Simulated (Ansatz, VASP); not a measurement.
Two plane-wave programs on AlN

File INCAR:

```
SYSTEM = AlN
PREC = Accurate ; ENCUT = 520
EDIFF = 1E-6 ; ISMEAR = 0
SIGMA = 0.05 ; LREAL = .FALSE.
LASPH = .TRUE. ; NELM = 80
ALGO = Normal ; ISIF = 2
LWAVE = .FALSE. ; LCHARG = .FALSE.
GGA = PS ; NBANDS = 16
```

Contents of KPOINTS:

```
regular mesh
0
G
  9 9 6
  0 0 0
```

POSCAR

```
AlN
1.0
    3.3610000000      0.0000000000      0.0000000000
   -1.6805000000      2.9107113821      0.0000000000
    0.0000000000      0.0000000000      4.1826000000
Al N
2 2
Direct
    0.3333333333      0.6666666667      0.7500000000
    0.6666666667      0.3333333333      0.2500000000
    0.3333333333      0.6666666667      0.2500000000
    0.6666666667      0.3333333333      0.7500000000
```

Input for Ansatz:

```yaml
crystal:
  lattice:
    - [3.361, 0.0, 0.0]
    - [-1.6805, 2.9107113821, 0.0]
    - [0.0, 0.0, 4.1826]
  atoms:
    - { symbol: Al, position: [0.3333333333, 0.6666666667, 0.75] }
    - { symbol: Al, position: [0.6666666667, 0.3333333333, 0.25] }
    - { symbol: "N", position: [0.3333333333, 0.6666666667, 0.25] }
    - { symbol: "N", position: [0.6666666667, 0.3333333333, 0.75] }
basis:
  ecutwfc: 520.0
kpoints:
  mp_grid: { grid: [9, 9, 6] }
hamiltonian:
  xc: pbesol
scf:
  occupations: { method: gaussian, width: 0.05 }
output:
  forces: true
  stress: true
  eigenvalues: true
```

Alike in both runs: task single point; functional PBEsol; k mesh 9 × 9 × 6; occupations gaussian, width 0.05 eV; no spin polarisation.

|  | VASP | Ansatz |
| --- | --- | --- |
| version | VASP 6.6.1 | Ansatz 0.2.0 |
| potentials or method | VASP PAW PBE potentials, release 64 (Al, N), cutoff 520 eV | scalar-relativistic, plane waves, PAW |
| valence electrons in the cell | 16 | 16 |

```csv
,VASP,Ansatz,Ansatz less VASP
gap on the k mesh at the Fermi level (eV),3.03,3.02,-0.011
least direct gap on the mesh (eV),3.03,3.02,-0.011
pressure (GPa),-9.2,-9.1,+0.09
"traceless stress, the component that is largest in VASP (GPa)",1.77,1.77,+0.006
```

VASP's potentials were made for PBE, not for PBEsol. The functional is the same, so the differences come from potentials, cutoffs and numerics.
